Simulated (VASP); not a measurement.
# Nb (Fm-3m) in VASP: notebook

The runs below take Nb through single point, relaxation of cell and atoms, with r2SCAN, RPBE.

Everything below comes from runs of VASP 6.6.1. Logs are shortened: lines on timing, memory, paths and dates and some standing lists are left out, and cuts for length are marked.

**1. The cell of the first run**

It takes space group Fm-3m (No. 225, cubic). The conventional cell has a = 4.230 Å, b = 4.230 Å, c = 4.230 Å, α = 90.00°, β = 90.00°, γ = 90.00°. Within 3.9 Å of Nb (site symmetry m-3m) lie 12 Nb at 2.99 Å.

**2. Single point, r2SCAN**

POSCAR

```
Nb
1.0
    0.0000000000      2.1150000000      2.1150000000
    2.1150000000      0.0000000000      2.1150000000
    2.1150000000      2.1150000000      0.0000000000
Nb
1
Direct
    0.0000000000      0.0000000000      0.0000000000
```

INCAR.step1

```
SYSTEM = Nb
PREC = Accurate
ENCUT = 520
ISMEAR = -1
SIGMA = 0.05
LREAL = .FALSE.
LASPH = .TRUE.
NELM = 100
NBANDS = 12
GGA = PE
ALGO = Normal
EDIFF = 1E-4
LWAVE = .TRUE.
LCHARG = .FALSE.
```

INCAR.step2

```
SYSTEM = Nb
PREC = Accurate
ENCUT = 520
EDIFF = 1E-6
ISMEAR = -1
SIGMA = 0.05
LREAL = .FALSE.
LASPH = .TRUE.
NELM = 100
ALGO = Normal
ISIF = 2
LWAVE = .FALSE.
LCHARG = .TRUE.
METAGGA = R2SCAN
LMIXTAU = .TRUE.
LELF = .TRUE.
LVHAR = .TRUE.
NBANDS = 12
ISTART = 1
```

KPOINTS

```
Automatic mesh
0
G
  11 11 11
  0 0 0
```

Potentials or basis: VASP PAW PBE potentials, release 64 (Nb_sv).

Started as:

```console
> cat potpaw_PBE.64/Nb_sv/POTCAR > POTCAR
> cp INCAR.step1 INCAR
> mpirun -np 1 vasp_std > vasp.out
> cp INCAR.step2 INCAR
> mpirun -np 1 vasp_std > vasp.out
```

OUTCAR:

```text
SYSTEM = Nb
   PREC = Accurate
   ENCUT = 520
   EDIFF = 1E-6
   ISMEAR = -1
   LREAL = .FALSE.
   LASPH = .TRUE.
   NELM = 100
   ISIF = 2
   METAGGA = R2SCAN
   ISTART = 1

 ion  position               nearest neighbor table
   1  0.000  0.000  0.000-

  LATTYP: Found a face centered cubic cell.
 ALAT       =     4.2300000000

  Lattice vectors:

 A1 = (   0.0000000000,   2.1150000000,   2.1150000000)
 A2 = (   2.1150000000,   0.0000000000,   2.1150000000)
 A3 = (   2.1150000000,   2.1150000000,   0.0000000000)

Analysis of symmetry for initial positions (statically):
=====================================================================
 Subroutine PRICEL returns:
 Original cell was already a primitive cell.

 Routine SETGRP: Setting up the symmetry group for a
 face centered cubic supercell.

 Subroutine GETGRP returns: Found 48 space group operations
 (whereof 48 operations were pure point group operations)
 out of a pool of 48 trial point group operations.

The static configuration has the point symmetry O_h .

Analysis of symmetry for dynamics (positions and initial velocities):
=====================================================================
 Subroutine PRICEL returns:
 Original cell was already a primitive cell.

 Routine SETGRP: Setting up the symmetry group for a
 face centered cubic supercell.

 Subroutine GETGRP returns: Found 48 space group operations
 (whereof 48 operations were pure point group operations)
 out of a pool of 48 trial point group operations.

The dynamic configuration has the point symmetry O_h .

 Subroutine INISYM returns: Found 48 space group operations
 (whereof 48 operations are pure point group operations),
 and found     1 'primitive' translations

----------------------------------------------------------------------------------------

                                     Primitive cell

  volume of cell :      18.9217

  direct lattice vectors                    reciprocal lattice vectors
     0.000000000  2.115000000  2.115000000    -0.236406619  0.236406619  0.236406619
     2.115000000  0.000000000  2.115000000     0.236406619 -0.236406619  0.236406619
     2.115000000  2.115000000  0.000000000     0.236406619  0.236406619 -0.236406619

  length of vectors
     2.991061684  2.991061684  2.991061684     0.409468276  0.409468276  0.409468276

  position of ions in fractional coordinates (direct lattice)
     0.000000000  0.000000000  0.000000000

  ion indices of the primitive-cell ions
   primitive index   ion index
                 1           1

----------------------------------------------------------------------------------------

 KPOINTS: Automatic mesh

Automatic generation of k-mesh.
 Grid dimensions read from file:
 generate k-points for:   11   11   11

 Generating k-lattice:

  Cartesian coordinates                     Fractional coordinates (reciprocal lattice)
    -0.021491511  0.021491511  0.021491511     0.090909091  0.000000000  0.000000000
     0.021491511 -0.021491511  0.021491511     0.000000000  0.090909091  0.000000000
     0.021491511  0.021491511 -0.021491511     0.000000000  0.000000000  0.090909091

  Length of vectors
     0.037224389  0.037224389  0.037224389

  Shift w.r.t. Gamma in fractional coordinates (k-lattice)
     0.000000000  0.000000000  0.000000000

 Subroutine IBZKPT returns following result:
 ===========================================

 Found     56 irreducible k-points:

 Following reciprocal coordinates:
            Coordinates               Weight
  0.000000  0.000000  0.000000      1.000000
  0.090909  0.000000  0.000000      8.000000
  0.181818  0.000000  0.000000      8.000000
  0.272727  0.000000  0.000000      8.000000
  0.363636  0.000000  0.000000      8.000000
  0.454545  0.000000  0.000000      8.000000
[... 16 lines left out ...]
 -0.272727  0.181818  0.000000     24.000000
 -0.181818  0.181818  0.000000     12.000000
 [... further k-points ...]
   k-points           NKPTS =     56   k-points in BZ     NKDIM =     56   number of bands    NBANDS=     12
   number of dos      NEDOS =    301   number of ions     NIONS =      1
   total plane-waves  NPLWV =  13824
   dimension x,y,z NGX =    24 NGY =   24 NGZ =   24
   dimension x,y,z NGXF=    48 NGYF=   48 NGZF=   48
   ions per type =               1
   NGX,Y,Z   is equivalent  to a cutoff of  13.34, 13.34, 13.34 a.u.
   NGXF,Y,Z  is equivalent  to a cutoff of  26.68, 26.68, 26.68 a.u.
 SYSTEM =  Nb
   PREC   = accura    normal or accurate (medium, high low for compatibility)
   ISTART =      1    job   : 0-new  1-cont  2-samecut
   ICHARG =      0    charge: 1-file 2-atom 10-const
   ISPIN  =      1    spin polarized calculation?
   LNONCOLLINEAR =      F non collinear calculations
   LSORBIT =      F    spin-orbit coupling
   LASPH  =      T    aspherical Exc in radial PAW
   ENCUT  =  520.0 eV  38.22 Ry    6.18 a.u.   5.56  5.56  5.56*2*pi/ulx,y,z
   NELM   =    100;   NELMIN=  2; NELMDL=  0     # of ELM steps
   EDIFF  = 0.1E-05   stopping-criterion for ELM
   LREAL  =      F    real-space projection
   EDIFFG = 0.1E-04   stopping-criterion for IOM
   NSW    =      0    number of steps for IOM
   IBRION =     -1    ionic relax: 0-MD 1-quasi-New 2-CG
   NFREE  =      0    steps in history (QN), initial steepest desc. (CG)
   ISIF   =      2    stress and relaxation
   ISYM   =      2    0-nonsym 1-usesym 2-fastsym
   POTIM  = 0.5000    time-step for ionic-motion
   TEBEG  =    0.0;   TEEND  =   0.0 temperature during run
   PSTRESS=    0.0 pullay stress
   NELECT =      13.0000    total number of electrons
   NUPDOWN=      -1.0000    fix difference up-down
   EMIN   =  10.00;   EMAX   =-10.00  energy-range for DOS
   EFERMI =   0.00;   METHOD = LEGACY
   ISMEAR =    -1;   SIGMA  =   0.05  broadening in eV -4-tet -1-fermi 0-gaus
   EFERMI_NEDOS =   21; number of points for ismear=-14 and -15
   IALGO  =     38    algorithm
   IMIX   =      4    mixing-type and parameters
     AMIX     =   0.40;   BMIX     =  1.00
     AMIX_MAG =   1.60;   BMIX_MAG =  1.00
  volume/ion in A,a.u.               =      18.92       127.69
  Fermi-wavevector in a.u.,A,eV,Ry     =   1.444560  2.729823 28.392005  2.086754
  Thomas-Fermi vector in A             =   2.562841
   LORBIT       =      0    0 simple, 1 ext, 2 COOP (PROOUT), +10 PAW based schemes
   METAGGA = R2SCAN    functional components
   LHFCALC =     F    Hartree Fock is set to
   AEXX    =    0.0000 exact exchange contribution
   IVDW    =     0    specifies the selected vdW correction
   LEPSILON=     F    determine dielectric tensor
   LRPA    =     F    only Hartree local field effects (RPA)
 non-spin polarized calculation
  energy-cutoff  :      520.00
  volume of cell :       18.92
 maximum number of plane-waves:       532
   NGX = 11   NGY = 11   NGZ = 11

 number of electron      13.0000001 magnetization

 Free energy of the ion-electron system (eV)
  ---------------------------------------------------
  ext. energy  EPLUGINS =         0.00000000
  ---------------------------------------------------
  free energy    TOTEN  =       -24.51322297 eV

  energy without entropy =      -24.50092768  energy(sigma->0) =      -24.50707533

 E-fermi :  10.8879     XC(G=0): -13.3337

 val. band max:       10.8807148607   @ k =   0.3636   0.0000   0.0000
 cond. band min:      10.8898307839   @ k =   0.4545   0.0000   0.0000
 fundamental gap:      0.0091159232
 Fermi energy:        10.8878996385

 k-point     1 :       0.0000    0.0000    0.0000
  band No.  band energies     occupation
      1     -45.7815      2.00000
      2     -20.4316      2.00000
      3     -20.4316      2.00000
      4     -20.4316      2.00000
      5       4.2653      2.00000
      6      10.9978      0.19972
      7      10.9978      0.19972
      8      10.9978      0.19972
      9      13.7904      0.00000
     10      13.7904      0.00000
     11      23.0813      0.00000
     12      28.2833      0.00000

 k-point     2 :       0.0909    0.0000    0.0000
  band No.  band energies     occupation
      1     -45.7655      2.00000
      2     -20.5360      2.00000
      3     -20.4444      2.00000
      4     -20.4444      2.00000
      5       4.5815      2.00000
      6      10.7488      1.88339
      7      11.1383      0.01329
      8      11.1383      0.01329
      9      13.6683      0.00000
     10      13.6683      0.00000
     11      23.7121      0.00000
     12      27.0333      0.00000

 k-point     3 :       0.1818    0.0000    0.0000
  band No.  band energies     occupation
      1     -45.7224      2.00000
      2     -20.8100      2.00000
      3     -20.4786      2.00000
      4     -20.4785      2.00000
      5       5.4185      2.00000
      6      10.2614      1.99999
      7      11.3955      0.00008
      8      11.3955      0.00008
      9      13.5539      0.00000
     10      13.5539      0.00000
     11      24.6211      0.00000
     12      25.7908      0.00000

 k-point     4 :       0.2727    0.0000    0.0000
  band No.  band energies     occupation
      1     -45.6654      2.00000
      2     -21.1569      2.00000
      3     -20.5228      2.00000
      4     -20.5228      2.00000
      5       6.3646      2.00000
      6      10.1285      2.00000
      7      11.3618      0.00015
      8      11.3618      0.00015
      9      13.9844      0.00000
     10      13.9844      0.00000
     11      23.3244      0.00000
     12      26.5118      0.00000

 k-point     5 :       0.3636    0.0000    0.0000
  band No.  band energies     occupation
      1     -45.6124      2.00000
      2     -21.4649      2.00000
      3     -20.5631      2.00000
      4     -20.5631      2.00000
      5       6.8051      2.00000
      6      10.8807      1.07172
      7      11.0894      0.03495
      8      11.0894      0.03494
      9      14.8739      0.00000
     10      14.8739      0.00000
     11      22.2770      0.00000
     12      24.9695      0.00000
[... 228 lines left out ...]
      1     -45.5515      2.00000
      2     -21.5446      2.00000
      3     -20.8378      2.00000
      4     -20.6607      2.00000
      5       7.7309      2.00000
      6       9.5491      2.00000
      7      10.9781      0.28296
      8      11.8146      0.00000
      9      15.5683      0.00000
     10      17.6107      0.00000
     11      21.0818      0.00000
     12      24.9628      0.00000

 k-point    22 :      -0.3636    0.1818    0.0000
  band No.  band energies     occupation
      1     -45.5620      2.00000
      2     -21.4872      2.00000
      3     -20.8640      2.00000
      4     -20.6186      2.00000
      5       7.8546      2.00000
      6       9.7682      2.00000
      7      10.6356      1.98722
      8      11.7829      0.00000
      9      14.6002      0.00000
     10      17.5509      0.00000
     11      22.0957      0.00000
     12      25.2355      0.00000

 k-point    23 :      -0.2727    0.1818    0.0000
  band No.  band energies     occupation
      1     -45.5975      2.00000
      2     -21.3246      2.00000
      3     -20.8265      2.00000
      4     -20.5627      2.00000
      5       7.7688      2.00000
      6       9.7476      2.00000
      7      10.2990      1.99998
      8      11.9802      0.00000
      9      13.4008      0.00000
     10      16.6704      0.00000
     11      23.8001      0.00000
     12      26.2635      0.00000

 k-point    24 :      -0.1818    0.1818    0.0000
  band No.  band energies     occupation
      1     -45.6463      2.00000
      2     -21.1232      2.00000
      3     -20.7181      2.00000
      4     -20.5105      2.00000
      5       6.9774      2.00000
      6       9.5744      2.00000
      7      10.9355      0.55732
      8      12.3432      0.00000
      9      12.4072      0.00000
     10      15.4141      0.00000
     11      24.7288      0.00000
     12      27.3057      0.00000

 [... further k-points ...]

------------------------ aborting loop because EDIFF is reached ----------------------------------------

  FORCE on cell =-STRESS in cart. coord.  units (eV):
  Direction    XX          YY          ZZ          XY          YZ          ZX
  --------------------------------------------------------------------------------------
  -------------------------------------------------------------------------------------
  Total       -0.3033432     -0.3033432     -0.3033432      0.0000000      0.0000000     -0.0000000
  in kB      -25.6852439    -25.6852439    -25.6852439      0.0000000      0.0000000     -0.0000000
  external PRESSURE =     -25.6852439 kB  Pullay stress =       0.0000000 kB

 VOLUME and BASIS-vectors are now :
 -----------------------------------------------------------------------------
  energy-cutoff  :      520.00
  volume of cell :       18.92
      direct lattice vectors                 reciprocal lattice vectors
     0.000000000  2.115000000  2.115000000    -0.236406619  0.236406619  0.236406619
     2.115000000  0.000000000  2.115000000     0.236406619 -0.236406619  0.236406619
     2.115000000  2.115000000  0.000000000     0.236406619  0.236406619 -0.236406619

 POSITION                                       TOTAL-FORCE (eV/Angst)
 -----------------------------------------------------------------------------------
      0.00000      0.00000      0.00000         0.000000      0.000000      0.000000
 -----------------------------------------------------------------------------------
    total drift:                                0.000000     -0.000000     -0.000000

  FREE ENERGIE OF THE ION-ELECTRON SYSTEM (eV)
  ---------------------------------------------------
  free  energy   TOTEN  =       -24.5132229717 eV

  energy  without entropy=      -24.5009276812  energy(sigma->0) =      -24.50707533
```

Run time: 28 s. Hardware: 1 thread of Intel Xeon Platinum 8259CL at 2.50GHz (Skylake/Cascade Lake), shared host; peak memory 0.15 GiB.

Results:

* Free energy: -24.5132 eV
* Pressure: -2.6 GPa

Caveat: the PAW data sets were made with another functional, which shifts forces and pressure a little.

**3. Relaxation of cell and atoms, RPBE**

INCAR

```
PREC     = Accurate       # precision mode
ENCUT    = 600            # plane-wave cutoff, eV
EDIFF    = 1E-7           # SCF threshold, eV
ISMEAR   = -1             # smearing method
SIGMA    = 0.05           # smearing width, eV
LREAL    = F              # projectors in reciprocal space
LASPH    = T              # aspherical terms in the spheres
NELM     = 100            # most SCF steps
ALGO     = Normal         # electronic algorithm
ISIF     = 3              # what is computed and relaxed
LWAVE    = F              # write WAVECAR
LCHARG   = F              # write CHGCAR
GGA      = RP             # functional
IBRION   = 2              # ionic algorithm
NSW      = 60             # ionic steps
EDIFFG   = -0.01          # ionic threshold
```

KPOINTS

```
Automatic mesh
0
Gamma
  11 11 11
```

POSCAR is that of step 2.

Potentials or basis: VASP PAW PBE potentials, release 64 (Nb_sv).

Started as:

```console
> cat potpaw_PBE.64/Nb_sv/POTCAR > POTCAR
> mpirun -np 1 vasp_std > vasp.out
```

OUTCAR:

```text
PREC = Accurate
   ENCUT = 600
   EDIFF = 1E-7
   ISMEAR = -1
   LREAL = F
   LASPH = T
   NELM = 100
   ISIF = 3
   GGA = RP
   IBRION = 2
   NSW = 60
   EDIFFG = -0.01

 ion  position               nearest neighbor table
   1  0.000  0.000  0.000-

  LATTYP: Found a face centered cubic cell.
 ALAT       =     4.2300000000

  Lattice vectors:

 A1 = (   0.0000000000,   2.1150000000,   2.1150000000)
 A2 = (   2.1150000000,   0.0000000000,   2.1150000000)
 A3 = (   2.1150000000,   2.1150000000,   0.0000000000)

Analysis of symmetry for initial positions (statically):
=====================================================================
 Subroutine PRICEL returns:
 Original cell was already a primitive cell.

 Routine SETGRP: Setting up the symmetry group for a
 face centered cubic supercell.
[... 253 lines left out ...]
  band No.  band energies     occupation
      1     -43.9406      2.00000
      2     -19.3526      2.00000
      3     -19.3526      2.00000
      4     -19.3526      2.00000
      5       4.6920      2.00000
      6      10.9989      0.28125
      7      10.9989      0.28125
      8      10.9989      0.28125
      9      13.5545      0.00000
     10      13.5545      0.00000
[... 287 lines left out ...]
 k-point    24 :      -0.1818    0.1818    0.0000
  band No.  band energies     occupation
      1     -43.8196      2.00000
      2     -19.9900      2.00000
      3     -19.6184      2.00000
      4     -19.4266      2.00000
      5       7.2637      2.00000
      6       9.7027      2.00000
      7      10.9280      0.80672
      8      12.2555      0.00000
      9      12.2814      0.00000
     10      15.1637      0.00000

 [... further k-points ...]

------------------------ aborting loop because EDIFF is reached ----------------------------------------

  FORCE on cell =-STRESS in cart. coord.  units (eV):
  Direction    XX          YY          ZZ          XY          YZ          ZX
  --------------------------------------------------------------------------------------
  -------------------------------------------------------------------------------------
  Total        0.0010282      0.0010282      0.0010282      0.0000000     -0.0000000     -0.0000000
  in kB        0.0867316      0.0867316      0.0867316      0.0000000     -0.0000000     -0.0000000
  external PRESSURE =       0.0867316 kB  Pullay stress =       0.0000000 kB
[... 16 lines left out ...]
  FREE ENERGIE OF THE ION-ELECTRON SYSTEM (eV)
  ---------------------------------------------------
  free  energy   TOTEN  =        -9.3949014966 eV

  energy  without entropy=       -9.3829392352  energy(sigma->0) =       -9.38892037

 reached required accuracy - stopping structural energy minimisation
```

CONTCAR:

```text
Nb
   1.00000000000000
    -0.0000000000000000    2.1176808393366704    2.1176808393366704
     2.1176808393366704    0.0000000000000000    2.1176808393366704
     2.1176808393366704    2.1176808393366704    0.0000000000000000
  Nb
     1
Direct
     0.0000000000000000    0.0000000000000000    0.0000000000000000

  0.00000000E+00  0.00000000E+00  0.00000000E+00
```

Run time: 20 s. Hardware: 1 thread of Intel Xeon Platinum 8259CL at 2.50GHz (Skylake/Cascade Lake), shared host; peak memory 0.15 GiB.

What came out:

```
Free energy                            : -9.3949 eV
Relaxed volume                         : 18.99 Å³/atom
Relaxed cell                           : a = 2.995 Å, b = 2.995 Å, c = 2.995 Å, α = 60.00°, β = 60.00°, γ = 60.00°
Space group after relaxing (to 0.05 Å) : Fm-3m (No. 225)
Energy gained by relaxing              : 0.1 meV/atom
Ionic steps                            : 3
Pressure after relaxing                : 0.0 GPa
```

The path:
| step | energy change (eV) | largest force (eV/Å) | pressure (GPa) | volume (Å³) |
| --- | --- | --- | --- | --- |
| 1 | 0.0000 | 0.0000 | 0.61 | 18.92 |
| 2 | 0.0003 | 0.0000 | -1.00 | 19.12 |
| 3 | -0.0001 | 0.0000 | 0.01 | 18.99 |

Final structure:
```cif
data_structure
_symmetry_space_group_name_H-M 'P 1'
_symmetry_Int_Tables_number 1
_cell_length_a 2.9949
_cell_length_b 2.9949
_cell_length_c 2.9949
_cell_angle_alpha 60.000
_cell_angle_beta 60.000
_cell_angle_gamma 60.000
_cell_volume 18.99
loop_
_atom_site_label
_atom_site_type_symbol
_atom_site_fract_x
_atom_site_fract_y
_atom_site_fract_z
_atom_site_occupancy
Nb1 Nb 0.00000 0.00000 0.00000 1
```

Caveat: the PAW data sets were made with another functional, which shifts forces and pressure a little.
